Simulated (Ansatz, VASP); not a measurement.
SnO2: VASP beside Ansatz

The input INCAR:

```
ALGO     = Normal         # electronic algorithm
EDIFF    = 1E-7           # SCF threshold, eV
ENCUT    = 520            # plane-wave cutoff, eV
ISIF     = 2              # what is computed and relaxed
ISMEAR   = 0              # smearing method
LASPH    = T              # aspherical terms in the spheres
LCHARG   = F              # write CHGCAR
LREAL    = F              # projectors in reciprocal space
LWAVE    = F              # write WAVECAR
NBANDS   = 35             # bands
NELM     = 60             # most SCF steps
PREC     = Accurate       # precision mode
SIGMA    = 0.05           # smearing width, eV
```

Contents of KPOINTS:

```
k-points
0
Gamma
  6 6 8
```

POSCAR

```
SnO2
1.0
    4.7212714729      0.0000000000      0.0000000000
    0.0000000000      4.7242464886      0.0000000000
    0.0000000000      0.0000000000      3.1900194032
Sn O
2 4
Direct
    0.5000000000      0.5000000000      0.5000000000
    0.0000000000      0.0000000000      0.0000000000
    0.3055669669      0.3065721209      0.0000000000
    0.8055669669      0.1934278791      0.5000000000
    0.1944330331      0.8065721209      0.5000000000
    0.6944330331      0.6934278791      0.0000000000
```

Input for Ansatz:

```yaml
crystal:
  lattice:
    - [4.7212714757, 0.0, 0.0]
    - [0.0, 4.7242464866, 0.0]
    - [0.0, 0.0, 3.1900194031]
  atoms:
    - { symbol: Sn, position: [0.5, 0.5, 0.5] }
    - { symbol: Sn, position: [0.0, 0.0, 0.0] }
    - { symbol: O, position: [0.3055669669, 0.3065721211, 0.0] }
    - { symbol: O, position: [0.8055669669, 0.1934278789, 0.5] }
    - { symbol: O, position: [0.1944330331, 0.8065721211, 0.5] }
    - { symbol: O, position: [0.6944330331, 0.6934278789, 0.0] }
basis:
  ecutwfc: 420
kpoints:
  mp_grid: { grid: [6, 6, 8] }
hamiltonian:
  xc: lda
scf:
  occupations: { method: gaussian, width: 0.05 }
output:
  forces: true
  stress: true
  eigenvalues: true
```

Alike in both runs: task single point; functional LDA; k mesh 6 × 6 × 8; occupations gaussian, width 0.05 eV; no spin polarisation.

|  | VASP | Ansatz |
| --- | --- | --- |
| version | VASP 6.6.1 | Ansatz 0.2.0 |
| potentials or method | VASP PAW LDA potentials, release 64 (Sn_d, O), cutoff 520 eV | scalar-relativistic, plane waves, PAW |
| valence electrons in the cell | 52 | 52 |

```csv
,VASP,Ansatz,Ansatz less VASP
gap on the k mesh at the Fermi level (eV),1.20,1.16,-0.035
least direct gap on the mesh (eV),1.20,1.16,-0.035
pressure (GPa),1.1,0.0,-1.08
"traceless stress, the component that is largest in VASP (GPa)",0.34,0.04,-0.299
rms of the force components (eV/Å),0.010,0.001,-0.0094
```

LDA's correlation is that of Perdew and Zunger in VASP and of Perdew and Wang (1992) in Ansatz. Atom by atom the forces differ by 0.010 eV/Å (rms over components).
